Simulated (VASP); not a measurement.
# PtSe2 (Sudovikovite) (P-3m1) in VASP: further runs

Aim: see how the results for PtSe2 (Sudovikovite) move with the level of theory and the settings. Levels: PBEsol+U, PBEsol. Tasks: density of states.

All numbers are computed with VASP 6.6.1; they aren't measurements. Logs are shortened: lines on timing, memory, paths and dates and some standing lists are left out, and cuts for length are marked.

### 1 The cell of the first run

It takes space group P-3m1 (No. 164, trigonal). Conventional cell: a = 3.724 Å, b = 3.724 Å, c = 5.062 Å, α = 90.00°, β = 90.00°, γ = 120.00°. Pt (site symmetry -3m) has 6 Se at 2.49 Å within 3.3 Å. Se (site symmetry 3m) has 3 Pt at 2.49 Å within 3.3 Å.

### 2 Density of states, PBEsol+U

POSCAR reads:

```
PtSe2
1.0
    3.7240000000      0.0000000000      0.0000000000
   -1.8620000000      3.2250786037      0.0000000000
    0.0000000000      0.0000000000      5.0620000000
Pt Se
1 2
Direct
    0.0000000000      0.0000000000      0.0000000000
    0.6666666667      0.3333333333      0.7500000000
    0.3333333333      0.6666666667      0.2500000000
```

INCAR.step1 reads:

```
SYSTEM = PtSe2
  PREC = Accurate
  ENCUT = 520
  EDIFF = 1E-6
  ISMEAR = -1
  SIGMA = 0.05
  LREAL = .FALSE.
  LASPH = .TRUE.
  NELM = 150
  ALGO = Normal
  ISIF = 2
  LWAVE = .FALSE.
  LCHARG = .TRUE.
  LMAXMIX = 4
  LDAU = .TRUE.
  LDAUTYPE = 2
  LDAUL = 2 -1
  LDAUU = 2 0
  LDAUJ = 0 0
  LDAUPRINT = 1
  GGA = PS
  NBANDS = 18
```

KPOINTS.step1 reads:

```
regular mesh
0
G
  8 8 5
  0 0 0
```

INCAR.step2 reads:

```
SYSTEM = PtSe2
  PREC = Accurate
  ENCUT = 520
  EDIFF = 1E-6
  ISMEAR = -5
  SIGMA = 0.05
  LREAL = .FALSE.
  LASPH = .TRUE.
  NELM = 150
  ALGO = Normal
  ISIF = 2
  LWAVE = .FALSE.
  LCHARG = .FALSE.
  LMAXMIX = 4
  LDAU = .TRUE.
  LDAUTYPE = 2
  LDAUL = 2 -1
  LDAUU = 2 0
  LDAUJ = 0 0
  LDAUPRINT = 1
  GGA = PS
  LORBIT = 11
  NBANDS = 18
  NEDOS = 1001
  ICHARG = 11
```

KPOINTS.step2 reads:

```
regular mesh
0
G
  12 12 8
  0 0 0
```

Potentials or basis: VASP PAW PBE potentials, release 64 (Pt, Se).

Command:

```console
$ cat potpaw_PBE.64/Pt/POTCAR potpaw_PBE.64/Se/POTCAR > POTCAR
$ cp INCAR.step1 INCAR
$ cp KPOINTS.step1 KPOINTS
$ mpirun -np 1 vasp_std > vasp.out
$ cp INCAR.step2 INCAR
$ cp KPOINTS.step2 KPOINTS
$ mpirun -np 1 vasp_std > vasp.out
```

OUTCAR:

```text
SYSTEM = PtSe2
   PREC = Accurate
   ENCUT = 520
   EDIFF = 1E-6
   ISMEAR = -5
   LREAL = .FALSE.
   LASPH = .TRUE.
   NELM = 150
   ISIF = 2
   GGA = PS
   LORBIT = 11
   ICHARG = 11

 ion  position               nearest neighbor table
   1  0.000  0.000  0.000-   2 2.49   3 2.49   2 2.49   3 2.49   2 2.49   3 2.49
   2  0.667  0.333  0.750-   1 2.49   1 2.49   1 2.49
   3  0.333  0.667  0.250-   1 2.49   1 2.49   1 2.49

  LATTYP: Found a hexagonal cell.
 ALAT       =     3.7240000000
 C/A-ratio  =     1.3592910849

  Lattice vectors:

 A1 = (   3.7240000000,   0.0000000000,   0.0000000000)
 A2 = (  -1.8620000000,   3.2250786037,   0.0000000000)
 A3 = (   0.0000000000,   0.0000000000,   5.0620000000)

Analysis of symmetry for initial positions (statically):
=====================================================================
 Subroutine PRICEL returns:
 Original cell was already a primitive cell.

 Routine SETGRP: Setting up the symmetry group for a
 hexagonal supercell.

 Subroutine GETGRP returns: Found 12 space group operations
 (whereof 12 operations were pure point group operations)
 out of a pool of 24 trial point group operations.

The static configuration has the point symmetry D_3d.

Analysis of symmetry for dynamics (positions and initial velocities):
=====================================================================
 Subroutine PRICEL returns:
 Original cell was already a primitive cell.

 Routine SETGRP: Setting up the symmetry group for a
 hexagonal supercell.

 Subroutine GETGRP returns: Found 12 space group operations
 (whereof 12 operations were pure point group operations)
 out of a pool of 24 trial point group operations.

The dynamic configuration has the point symmetry D_3d.

 Subroutine INISYM returns: Found 12 space group operations
 (whereof 12 operations are pure point group operations),
 and found     1 'primitive' translations

----------------------------------------------------------------------------------------

                                     Primitive cell

  volume of cell :      60.7956

  direct lattice vectors                    reciprocal lattice vectors
     3.724000000  0.000000000  0.000000000     0.268528464  0.155034981  0.000000000
    -1.862000000  3.225078604  0.000000000     0.000000000  0.310069962  0.000000000
     0.000000000  0.000000000  5.062000000     0.000000000  0.000000000  0.197550375

  length of vectors
     3.724000000  3.724000000  5.062000000     0.310069962  0.310069962  0.197550375

  position of ions in fractional coordinates (direct lattice)
     0.000000000  0.000000000  0.000000000
     0.666666667  0.333333333  0.750000000
     0.333333333  0.666666667  0.250000000

  ion indices of the primitive-cell ions
   primitive index   ion index
                 1           1
                 2           2
                 3           3

----------------------------------------------------------------------------------------

 KPOINTS: regular mesh

Automatic generation of k-mesh.
 Grid dimensions read from file:
 generate k-points for:   12   12    8

 Generating k-lattice:

  Cartesian coordinates                     Fractional coordinates (reciprocal lattice)
     0.022377372  0.012919582  0.000000000     0.083333333  0.000000000  0.000000000
     0.000000000  0.025839163  0.000000000     0.000000000  0.083333333  0.000000000
     0.000000000  0.000000000  0.024693797     0.000000000  0.000000000  0.125000000

  Length of vectors
     0.025839163  0.025839163  0.024693797

  Shift w.r.t. Gamma in fractional coordinates (k-lattice)
     0.000000000  0.000000000  0.000000000
[... 48 lines left out ...]
   LNONCOLLINEAR =      F non collinear calculations
   LSORBIT =      F    spin-orbit coupling
   LASPH  =      T    aspherical Exc in radial PAW
   ENCUT  =  520.0 eV  38.22 Ry    6.18 a.u.   6.92  6.92  9.41*2*pi/ulx,y,z
   NELM   =    150;   NELMIN=  2; NELMDL=  0     # of ELM steps
   EDIFF  = 0.1E-05   stopping-criterion for ELM
   LREAL  =      F    real-space projection
   EDIFFG = 0.1E-04   stopping-criterion for IOM
   NSW    =      0    number of steps for IOM
   IBRION =     -1    ionic relax: 0-MD 1-quasi-New 2-CG
   NFREE  =      0    steps in history (QN), initial steepest desc. (CG)
   ISIF   =      2    stress and relaxation
   ISYM   =      2    0-nonsym 1-usesym 2-fastsym
   POTIM  = 0.5000    time-step for ionic-motion
   TEBEG  =    0.0;   TEEND  =   0.0 temperature during run
   PSTRESS=    0.0 pullay stress
   NELECT =      22.0000    total number of electrons
   NUPDOWN=      -1.0000    fix difference up-down
   EMIN   =  10.00;   EMAX   =-10.00  energy-range for DOS
   EFERMI =   0.00;   METHOD = LEGACY
   ISMEAR =    -5;   SIGMA  =   0.05  broadening in eV -4-tet -1-fermi 0-gaus
   EFERMI_NEDOS =   21; number of points for ismear=-14 and -15
   IALGO  =     38    algorithm
   IMIX   =      4    mixing-type and parameters
     AMIX     =   0.40;   BMIX     =  1.00
     AMIX_MAG =   1.60;   BMIX_MAG =  1.00
  volume/ion in A,a.u.               =      20.27       136.76
  Fermi-wavevector in a.u.,A,eV,Ry     =   1.166608  2.204570 18.517184  1.360975
  Thomas-Fermi vector in A             =   2.303119
   LORBIT       =     11    0 simple, 1 ext, 2 COOP (PROOUT), +10 PAW based schemes
 LDA+U is selected, type is set to LDAUTYPE =  2
   angular momentum for each species LDAUL =     2   -1
   U (eV)           for each species LDAUU =   2.0  0.0
   J (eV)           for each species LDAUJ =   0.0  0.0
   GGA     = PS    functional components
   LHFCALC =     F    Hartree Fock is set to
   AEXX    =    0.0000 exact exchange contribution
   IVDW    =     0    specifies the selected vdW correction
   LEPSILON=     F    determine dielectric tensor
   LRPA    =     F    only Hartree local field effects (RPA)
 non-spin polarized calculation
 Fermi weights with tetrahedron method with Bloechl corrections
  energy-cutoff  :      520.00
  volume of cell :       60.80
 maximum number of plane-waves:      1654

atom =   1  type =  1  l = 2

 onsite density matrix

spin component  1

  0.8328 -0.0000 -0.0000  0.0983  0.0000
 -0.0000  0.7756  0.0000  0.0000  0.0983
 -0.0000  0.0000  0.9034  0.0000  0.0000
  0.0983  0.0000  0.0000  0.7756 -0.0000
  0.0000  0.0983  0.0000 -0.0000  0.8328

spin component  2

  0.8328 -0.0000 -0.0000  0.0983  0.0000
 -0.0000  0.7756  0.0000  0.0000  0.0983
 -0.0000  0.0000  0.9034  0.0000  0.0000
  0.0983  0.0000  0.0000  0.7756 -0.0000
  0.0000  0.0983  0.0000 -0.0000  0.8328

 occupancies and eigenvectors

  o =  0.7018  v = -0.6003  0.0001  0.0000  0.7998 -0.0001  0.0000  0.0000  0.0000  0.0000  0.0000      0.0000  0.0000  0.0000  0.0000  0.0000  0.0000  0.0000  0.0000  0.0000  0.0000
  o =  0.7018  v =  0.0000  0.0000  0.0000  0.0000  0.0000 -0.6003  0.0001  0.0000  0.7998 -0.0001      0.0000  0.0000  0.0000  0.0000  0.0000  0.0000  0.0000  0.0000  0.0000  0.0000
  o =  0.7018  v =  0.0001  0.7998  0.0000 -0.0001 -0.6003  0.0000  0.0000  0.0000  0.0000  0.0000      0.0000  0.0000  0.0000  0.0000  0.0000  0.0000  0.0000  0.0000  0.0000  0.0000
  o =  0.7018  v =  0.0000  0.0000  0.0000  0.0000  0.0000  0.0001  0.7998  0.0000 -0.0001 -0.6003      0.0000  0.0000  0.0000  0.0000  0.0000  0.0000  0.0000  0.0000  0.0000  0.0000
  o =  0.9034  v =  0.0000  0.0000  0.0000  0.0000  0.0000 -0.0000 -0.0000  1.0000 -0.0000 -0.0000      0.0000  0.0000  0.0000  0.0000  0.0000  0.0000  0.0000  0.0000  0.0000  0.0000
  o =  0.9034  v = -0.0000 -0.0000  1.0000 -0.0000 -0.0000  0.0000  0.0000  0.0000  0.0000  0.0000      0.0000  0.0000  0.0000  0.0000  0.0000  0.0000  0.0000  0.0000  0.0000  0.0000
  o =  0.9065  v =  0.7998  0.0001  0.0000  0.6003  0.0001  0.0000  0.0000  0.0000  0.0000  0.0000      0.0000  0.0000  0.0000  0.0000  0.0000  0.0000  0.0000  0.0000  0.0000  0.0000
  o =  0.9065  v =  0.0000  0.0000  0.0000  0.0000  0.0000  0.7998  0.0001  0.0000  0.6003  0.0001      0.0000  0.0000  0.0000  0.0000  0.0000  0.0000  0.0000  0.0000  0.0000  0.0000
  o =  0.9065  v = -0.0001  0.6003  0.0000 -0.0001  0.7998  0.0000  0.0000  0.0000  0.0000  0.0000      0.0000  0.0000  0.0000  0.0000  0.0000  0.0000  0.0000  0.0000  0.0000  0.0000
  o =  0.9065  v =  0.0000  0.0000  0.0000  0.0000  0.0000 -0.0001  0.6003  0.0000 -0.0001  0.7998      0.0000  0.0000  0.0000  0.0000  0.0000  0.0000  0.0000  0.0000  0.0000  0.0000

 number of electron      21.9999999 magnetization

 Free energy of the ion-electron system (eV)
  ---------------------------------------------------
  ext. energy  EPLUGINS =         0.00000000
  ---------------------------------------------------
  free energy    TOTEN  =       -14.48502664 eV

  energy without entropy =      -14.48502664  energy(sigma->0) =      -14.48502664

 E-fermi :   6.3786     XC(G=0): -10.7955

 val. band max:        6.3860625665   @ k =   0.0000   0.1667   0.1250
 cond. band min:       6.2715370840   @ k =   0.3333   0.3333   0.0000
 fundamental gap:     -0.1145254825
 Fermi energy:         6.3785670881

 k-point     1 :       0.0000    0.0000    0.0000
  band No.  band energies     occupation
      1      -9.3579      2.00000
      2      -6.5269      2.00000
      3      -1.0216      2.00000
      4      -0.3074      2.00000
      5      -0.3074      2.00000
      6       1.8873      2.00000
[... 481 lines left out ...]
      5       0.0959      2.00000
      6       1.4533      2.00000
[... 10 lines left out ...]
     17      14.8285      0.00000
     18      14.9851      0.00000

 [... further k-points ...]

------------------------ aborting loop because EDIFF is reached ----------------------------------------

  FORCE on cell =-STRESS in cart. coord.  units (eV):
  Direction    XX          YY          ZZ          XY          YZ          ZX
  --------------------------------------------------------------------------------------
  -------------------------------------------------------------------------------------
  Total        0.3980114      0.3980114      0.0907332      0.0000000     -0.0000000      0.0000000
  in kB       10.4889981     10.4889981      2.3911393      0.0000000     -0.0000000      0.0000000
  external PRESSURE =       7.7897119 kB  Pullay stress =       0.0000000 kB

 VOLUME and BASIS-vectors are now :
 -----------------------------------------------------------------------------
  energy-cutoff  :      520.00
  volume of cell :       60.80
      direct lattice vectors                 reciprocal lattice vectors
     3.724000000  0.000000000  0.000000000     0.268528464  0.155034981  0.000000000
    -1.862000000  3.225078604  0.000000000     0.000000000  0.310069962  0.000000000
     0.000000000  0.000000000  5.062000000     0.000000000  0.000000000  0.197550375

 POSITION                                       TOTAL-FORCE (eV/Angst)
 -----------------------------------------------------------------------------------
      0.00000      0.00000      0.00000         0.000000      0.000000      0.000000
      1.86200      1.07503      3.79650         0.000000     -0.000000     -0.217532
     -0.00000      2.15005      1.26550        -0.000000      0.000000      0.217532
 -----------------------------------------------------------------------------------
    total drift:                               -0.000000     -0.000000     -0.000000

  FREE ENERGIE OF THE ION-ELECTRON SYSTEM (eV)
  ---------------------------------------------------
  free  energy   TOTEN  =       -14.4850266384 eV

  energy  without entropy=      -14.4850266384  energy(sigma->0) =      -14.48502664

 total charge

# of ion       s       p       d       tot
------------------------------------------
    1        0.674   0.711   8.177   9.563
    2        1.486   2.228   0.068   3.782
    3        1.486   2.228   0.068   3.782
--------------------------------------------------
tot          3.646   5.167   8.314  17.126
```

Run time: 56 s. Hardware: 1 thread of AMD EPYC 9R45 (Zen 5), shared host; peak memory 0.24 GiB.

Results:

```yaml
Valence_electrons_inside_the_program's_atomic_spheres: Pt 9.56; Se 3.78
```

Levels at points of the mesh, in eV from the Fermi level:
```tsv
k point	band 9	band 10	band 11	band 12	band 13	band 14
(0.00, 0.00, 0.00)	-1.06	-1.06	0.40	1.37	1.37	3.51
(0.50, 0.00, 0.00)	-3.75	-3.56	-3.18	0.55	2.29	4.65
(0.00, 0.00, 0.50)	-1.88	-1.50	-1.50	2.23	2.23	4.75
(0.50, 0.00, 0.50)	-3.61	-2.85	-1.38	0.90	1.42	4.51
```

Eigenvalues of the final occupation matrices:
| site | spin | trace | eigenvalues |
| --- | --- | --- | --- |
| site 1 d | 1 | 4.12 | 0.70 0.70 0.90 0.91 0.91 |
| site 1 d | 2 | 4.12 | 0.70 0.70 0.90 0.91 0.91 |

Caveat: the PAW data sets were made with another functional, which shifts forces and pressure a little; spin-orbit coupling is left out, which moves the levels of the heavy elements; U without spin polarisation on a metal has little footing; tetrahedron occupations give inexact forces and stress in metals.

(Continued in part 2 of 2.)
